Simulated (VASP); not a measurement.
# BaZrO3 in VASP: further runs

Runs on BaZrO3. Level: PBE. Tasks: single point.

Program: VASP 6.6.1. These are calculated values, not measurements. Logs are shortened: lines on timing, memory, paths and dates and some standing lists are left out, and cuts for length are marked.

### Step 1. The cell of the first run

It takes space group Pm-3m (No. 221, cubic). Conventional cell: a = 4.227 Å, b = 4.227 Å, c = 4.227 Å, α = 90.00°, β = 90.00°, γ = 90.00°. Ba (site symmetry m-3m) has 12 O at 2.99 Å and 8 Zr at 3.66 Å within 3.9 Å. Within 2.8 Å of Zr (site symmetry m-3m) lie 6 O at 2.11 Å. O (site symmetry 4/mmm) has 2 Zr at 2.11 Å within 2.8 Å.

### Step 2. Single point, PBE

Input file INCAR:

```
SYSTEM = BaZrO3
PREC = Accurate
ENCUT = 910
EDIFF = 1E-6
ISMEAR = 0
SIGMA = 0.1
LREAL = .FALSE.
LASPH = .TRUE.
NELM = 120
ALGO = Normal
ISIF = 2
LWAVE = .FALSE.
LCHARG = .FALSE.
GGA = PE
NBANDS = 28
GGA_COMPAT = .FALSE.
```

Input file KPOINTS:

```
Automatic mesh
0
G
  4 4 4
  0 0 0
```

Input file POSCAR:

```
BaZrO3
1.0
    4.2268117978      0.0000000000      0.0000000000
    0.0000000000      4.2268117978      0.0000000000
    0.0000000000      0.0000000000      4.2268117978
Ba Zr O
1 1 3
Direct
    0.0000000000      0.0000000000      0.0000000000
    0.5000000000      0.5000000000      0.5000000000
    0.5000000000      0.0000000000      0.5000000000
    0.5000000000      0.5000000000      1.0000000000
    1.0000000000      0.5000000000      0.5000000000
```

Potentials or basis: VASP PAW PBE potentials, release 64 (Ba_sv, Zr_sv, O_h).

Launch:

```
$ cat potpaw_PBE.64/Ba_sv/POTCAR potpaw_PBE.64/Zr_sv/POTCAR potpaw_PBE.64/O_h/POTCAR > POTCAR
$ mpirun -np 1 vasp_std > vasp.out
```

OUTCAR:

```text
SYSTEM = BaZrO3
   PREC = Accurate
   ENCUT = 910
   EDIFF = 1E-6
   ISMEAR = 0
   LREAL = .FALSE.
   LASPH = .TRUE.
   NELM = 120
   ISIF = 2
   GGA = PE

 ion  position               nearest neighbor table
   1  0.000  0.000  0.000-   3 2.99   4 2.99   5 2.99   3 2.99   5 2.99   4 2.99   5 2.99   5 2.99
                             3 2.99   4 2.99   3 2.99   4 2.99   2 3.66   2 3.66   2 3.66   2 3.66
   2  0.500  0.500  0.500-   3 2.11   4 2.11   5 2.11   4 2.11   3 2.11   5 2.11   1 3.66   1 3.66
                             1 3.66   1 3.66   1 3.66   1 3.66   1 3.66   1 3.66
   3  0.500  0.000  0.500-   2 2.11   2 2.11   1 2.99   1 2.99   1 2.99   1 2.99
   4  0.500  0.500  0.000-   2 2.11   2 2.11   1 2.99   1 2.99   1 2.99   1 2.99
   5  0.000  0.500  0.500-   2 2.11   2 2.11   1 2.99   1 2.99   1 2.99   1 2.99

  LATTYP: Found a simple cubic cell.
 ALAT       =     4.2268117978

  Lattice vectors:

 A1 = (   4.2268117978,   0.0000000000,   0.0000000000)
 A2 = (   0.0000000000,   4.2268117978,   0.0000000000)
 A3 = (   0.0000000000,   0.0000000000,   4.2268117978)

Analysis of symmetry for initial positions (statically):
=====================================================================
 Subroutine PRICEL returns:
 Original cell was already a primitive cell.

 Routine SETGRP: Setting up the symmetry group for a
 simple cubic supercell.

 Subroutine GETGRP returns: Found 48 space group operations
 (whereof 48 operations were pure point group operations)
 out of a pool of 48 trial point group operations.

The static configuration has the point symmetry O_h .

Analysis of symmetry for dynamics (positions and initial velocities):
=====================================================================
 Subroutine PRICEL returns:
 Original cell was already a primitive cell.

 Routine SETGRP: Setting up the symmetry group for a
 simple cubic supercell.

 Subroutine GETGRP returns: Found 48 space group operations
 (whereof 48 operations were pure point group operations)
 out of a pool of 48 trial point group operations.

The dynamic configuration has the point symmetry O_h .

 Subroutine INISYM returns: Found 48 space group operations
 (whereof 48 operations are pure point group operations),
 and found     1 'primitive' translations

----------------------------------------------------------------------------------------

                                     Primitive cell

  volume of cell :      75.5160

  direct lattice vectors                    reciprocal lattice vectors
     4.226811798  0.000000000  0.000000000     0.236584936  0.000000000  0.000000000
     0.000000000  4.226811798  0.000000000     0.000000000  0.236584936  0.000000000
     0.000000000  0.000000000  4.226811798     0.000000000  0.000000000  0.236584936

  length of vectors
     4.226811798  4.226811798  4.226811798     0.236584936  0.236584936  0.236584936

  position of ions in fractional coordinates (direct lattice)
     0.000000000  0.000000000  0.000000000
     0.500000000  0.500000000  0.500000000
     0.500000000  0.000000000  0.500000000
     0.500000000  0.500000000  0.000000000
     0.000000000  0.500000000  0.500000000

  ion indices of the primitive-cell ions
   primitive index   ion index
                 1           1
                 2           2
                 3           3
                 4           4
                 5           5

----------------------------------------------------------------------------------------

 KPOINTS: Automatic mesh

Automatic generation of k-mesh.
 Grid dimensions read from file:
 generate k-points for:    4    4    4

 Generating k-lattice:

  Cartesian coordinates                     Fractional coordinates (reciprocal lattice)
     0.059146234  0.000000000  0.000000000     0.250000000  0.000000000  0.000000000
     0.000000000  0.059146234  0.000000000     0.000000000  0.250000000  0.000000000
     0.000000000  0.000000000  0.059146234     0.000000000  0.000000000  0.250000000

  Length of vectors
     0.059146234  0.059146234  0.059146234

  Shift w.r.t. Gamma in fractional coordinates (k-lattice)
     0.000000000  0.000000000  0.000000000

 Subroutine IBZKPT returns following result:
 ===========================================

 Found     10 irreducible k-points:

 Following reciprocal coordinates:
            Coordinates               Weight
  0.000000  0.000000  0.000000      1.000000
  0.250000  0.000000  0.000000      6.000000
  0.500000  0.000000  0.000000      3.000000
  0.250000  0.250000  0.000000     12.000000
  0.500000  0.250000  0.000000     12.000000
  0.500000  0.500000  0.000000      3.000000
  0.250000  0.250000  0.250000      8.000000
  0.500000  0.250000  0.250000     12.000000
  0.500000  0.500000  0.250000      6.000000
  0.500000  0.500000  0.500000      1.000000
   k-points           NKPTS =     10   k-points in BZ     NKDIM =     10   number of bands    NBANDS=     28
   number of dos      NEDOS =    301   number of ions     NIONS =      5
   total plane-waves  NPLWV =  74088
   dimension x,y,z NGX =    42 NGY =   42 NGZ =   42
   dimension x,y,z NGXF=    84 NGYF=   84 NGZF=   84
   ions per type =               1   1   3
   NGX,Y,Z   is equivalent  to a cutoff of  16.52, 16.52, 16.52 a.u.
   NGXF,Y,Z  is equivalent  to a cutoff of  33.04, 33.04, 33.04 a.u.
 SYSTEM =  BaZrO3
   PREC   = accura    normal or accurate (medium, high low for compatibility)
   ISTART =      0    job   : 0-new  1-cont  2-samecut
   ICHARG =      2    charge: 1-file 2-atom 10-const
   ISPIN  =      1    spin polarized calculation?
   LNONCOLLINEAR =      F non collinear calculations
   LSORBIT =      F    spin-orbit coupling
   LASPH  =      T    aspherical Exc in radial PAW
   ENCUT  =  910.0 eV  66.88 Ry    8.18 a.u.  10.40 10.40 10.40*2*pi/ulx,y,z
   NELM   =    120;   NELMIN=  2; NELMDL= -5     # of ELM steps
   EDIFF  = 0.1E-05   stopping-criterion for ELM
   LREAL  =      F    real-space projection
   EDIFFG = 0.1E-04   stopping-criterion for IOM
   NSW    =      0    number of steps for IOM
   IBRION =     -1    ionic relax: 0-MD 1-quasi-New 2-CG
   NFREE  =      0    steps in history (QN), initial steepest desc. (CG)
   ISIF   =      2    stress and relaxation
   ISYM   =      2    0-nonsym 1-usesym 2-fastsym
   POTIM  = 0.5000    time-step for ionic-motion
   TEBEG  =    0.0;   TEEND  =   0.0 temperature during run
   PSTRESS=    0.0 pullay stress
   NELECT =      40.0000    total number of electrons
   NUPDOWN=      -1.0000    fix difference up-down
   EMIN   =  10.00;   EMAX   =-10.00  energy-range for DOS
   EFERMI =   0.00;   METHOD = LEGACY
   ISMEAR =     0;   SIGMA  =   0.10  broadening in eV -4-tet -1-fermi 0-gaus
   EFERMI_NEDOS =   21; number of points for ismear=-14 and -15
   IALGO  =     38    algorithm
   IMIX   =      4    mixing-type and parameters
     AMIX     =   0.40;   BMIX     =  1.00
     AMIX_MAG =   1.60;   BMIX_MAG =  1.00
  volume/ion in A,a.u.               =      15.10       101.92
  Fermi-wavevector in a.u.,A,eV,Ry     =   1.324591  2.503115 23.871997  1.754542
  Thomas-Fermi vector in A             =   2.454115
   LORBIT       =      0    0 simple, 1 ext, 2 COOP (PROOUT), +10 PAW based schemes
   GGA     = PE    functional components
   LHFCALC =     F    Hartree Fock is set to
   AEXX    =    0.0000 exact exchange contribution
   IVDW    =     0    specifies the selected vdW correction
   LEPSILON=     F    determine dielectric tensor
   LRPA    =     F    only Hartree local field effects (RPA)
 non-spin polarized calculation
 Gauss-broadening in eV      SIGMA  =   0.10
  energy-cutoff  :      910.00
  volume of cell :       75.52
 maximum number of plane-waves:      4737
 NGX is ok and might be reduce to    42
   NGX = 21   NGY = 21   NGZ = 21

 number of electron      40.0000008 magnetization

 Free energy of the ion-electron system (eV)
  ---------------------------------------------------
  ext. energy  EPLUGINS =         0.00000000
  ---------------------------------------------------
  free energy    TOTEN  =       -41.73522650 eV

  energy without entropy =      -41.73522650  energy(sigma->0) =      -41.73522650

 E-fermi :   4.3952     XC(G=0): -10.6470

 val. band max:        3.9152965145   @ k =   0.5000   0.5000   0.5000
 cond. band min:       7.0470405862   @ k =   0.0000   0.0000   0.0000
 fundamental gap:      3.1317440718
 Fermi energy:         4.3951852646

 k-point     1 :       0.0000    0.0000    0.0000
  band No.  band energies     occupation
      1     -43.2691      2.00000
      2     -21.4763      2.00000
      3     -21.3960      2.00000
      4     -21.3960      2.00000
      5     -21.3960      2.00000
      6     -12.4092      2.00000
[... 20 lines left out ...]
     27      11.0944      0.00000
     28      11.0944      0.00000

 k-point     2 :       0.2500    0.0000    0.0000
  band No.  band energies     occupation
      1     -43.2677      2.00000
      2     -21.6288      2.00000
      3     -21.3930      2.00000
      4     -21.3930      2.00000
      5     -21.3278      2.00000
      6     -12.4484      2.00000
[... 20 lines left out ...]
     27      11.0933      0.00000
     28      11.6797      0.00000

 k-point     3 :       0.5000    0.0000    0.0000
  band No.  band energies     occupation
      1     -43.2662      2.00000
      2     -21.7435      2.00000
      3     -21.3900      2.00000
      4     -21.3900      2.00000
      5     -21.2920      2.00000
      6     -12.5508      2.00000
[... 20 lines left out ...]
     27      11.1253      0.00000
     28      12.2723      0.00000

 k-point     4 :       0.2500    0.2500    0.0000
  band No.  band energies     occupation
      1     -43.2663      2.00000
      2     -21.6197      2.00000
      3     -21.5051      2.00000
      4     -21.3901      2.00000
      5     -21.3137      2.00000
      6     -12.3367      2.00000
[... 20 lines left out ...]
     27      11.7984      0.00000
     28      11.9796      0.00000

 k-point     5 :       0.5000    0.2500    0.0000
  band No.  band energies     occupation
      1     -43.2648      2.00000
      2     -21.6869      2.00000
      3     -21.5026      2.00000
      4     -21.3872      2.00000
      5     -21.3328      2.00000
      6     -12.3402      2.00000
[... 20 lines left out ...]
     27      11.9749      0.00000
     28      12.1541      0.00000

 k-point     6 :       0.5000    0.5000    0.0000
  band No.  band energies     occupation
      1     -43.2634      2.00000
      2     -21.6097      2.00000
      3     -21.6097      2.00000
      4     -21.3942      2.00000
      5     -21.3844      2.00000
      6     -12.2383      2.00000
[... 20 lines left out ...]
     27      12.9148      0.00000
     28      12.9149      0.00000

 k-point     7 :       0.2500    0.2500    0.2500
  band No.  band energies     occupation
      1     -43.2648      2.00000
      2     -21.5937      2.00000
      3     -21.5016      2.00000
      4     -21.5016      2.00000
      5     -21.3203      2.00000
      6     -11.9936      2.00000
[... 20 lines left out ...]
     27      12.1155      0.00000
     28      12.1155      0.00000

 k-point     8 :       0.5000    0.2500    0.2500
  band No.  band energies     occupation
      1     -43.2634      2.00000
      2     -21.6498      2.00000
      3     -21.5002      2.00000
      4     -21.4980      2.00000
      5     -21.3521      2.00000
      6     -11.9446      2.00000
[... 20 lines left out ...]
     27      11.4024      0.00000
     28      12.5246      0.00000

 k-point     9 :       0.5000    0.5000    0.2500
  band No.  band energies     occupation
      1     -43.2620      2.00000
      2     -21.6056      2.00000
      3     -21.6056      2.00000
      4     -21.4957      2.00000
      5     -21.3782      2.00000
      6     -11.7734      2.00000
[... 20 lines left out ...]
     27      11.8786      0.00000
     28      13.1300      0.00000

 k-point    10 :       0.5000    0.5000    0.5000
  band No.  band energies     occupation
      1     -43.2606      2.00000
      2     -21.6015      2.00000
      3     -21.6015      2.00000
      4     -21.6015      2.00000
      5     -21.3622      2.00000
      6     -11.2682      2.00000
[... 20 lines left out ...]
     27      12.8948      0.00000
     28      12.8948      0.00000

------------------------ aborting loop because EDIFF is reached ----------------------------------------

  FORCE on cell =-STRESS in cart. coord.  units (eV):
  Direction    XX          YY          ZZ          XY          YZ          ZX
  --------------------------------------------------------------------------------------
  -------------------------------------------------------------------------------------
  Total        0.3604277      0.3604277      0.3604277      0.0000000      0.0000000     -0.0000000
  in kB        7.6469814      7.6469814      7.6469814      0.0000000      0.0000000     -0.0000000
  external PRESSURE =       7.6469814 kB  Pullay stress =       0.0000000 kB

 VOLUME and BASIS-vectors are now :
 -----------------------------------------------------------------------------
  energy-cutoff  :      910.00
  volume of cell :       75.52
      direct lattice vectors                 reciprocal lattice vectors
     4.226811798  0.000000000  0.000000000     0.236584936  0.000000000  0.000000000
     0.000000000  4.226811798  0.000000000     0.000000000  0.236584936  0.000000000
     0.000000000  0.000000000  4.226811798     0.000000000  0.000000000  0.236584936

 POSITION                                       TOTAL-FORCE (eV/Angst)
 -----------------------------------------------------------------------------------
      0.00000      0.00000      0.00000         0.000000      0.000000      0.000000
      2.11341      2.11341      2.11341         0.000000      0.000000      0.000000
      2.11341      0.00000      2.11341         0.000000      0.000000      0.000000
      2.11341      2.11341      0.00000         0.000000      0.000000      0.000000
      0.00000      2.11341      2.11341         0.000000      0.000000      0.000000
 -----------------------------------------------------------------------------------
    total drift:                                0.000000     -0.000000     -0.000000

  FREE ENERGIE OF THE ION-ELECTRON SYSTEM (eV)
  ---------------------------------------------------
  free  energy   TOTEN  =       -41.7352265050 eV

  energy  without entropy=      -41.7352265050  energy(sigma->0) =      -41.73522650
```

Run time: 38 s. Hardware: 1 thread of Intel Xeon Platinum 8559C (Emerald Rapids), shared host; peak memory 0.27 GiB.

What came out:

| Property | Result |
| --- | --- |
| Free energy | -41.7352 eV |
| Pressure | 0.8 GPa |
| Band gap on the k mesh | 3.13 eV, indirect (least direct gap 3.38 eV) |

Caveat: the cutoff is under 1.25 times the usual one of these potentials, so pressure, stress and relaxed cells hold a basis-set (Pulay) error; spin-orbit coupling is left out, which moves the levels of the heavy elements. A k mesh can miss the band edges.

[end of part 1 of 2]
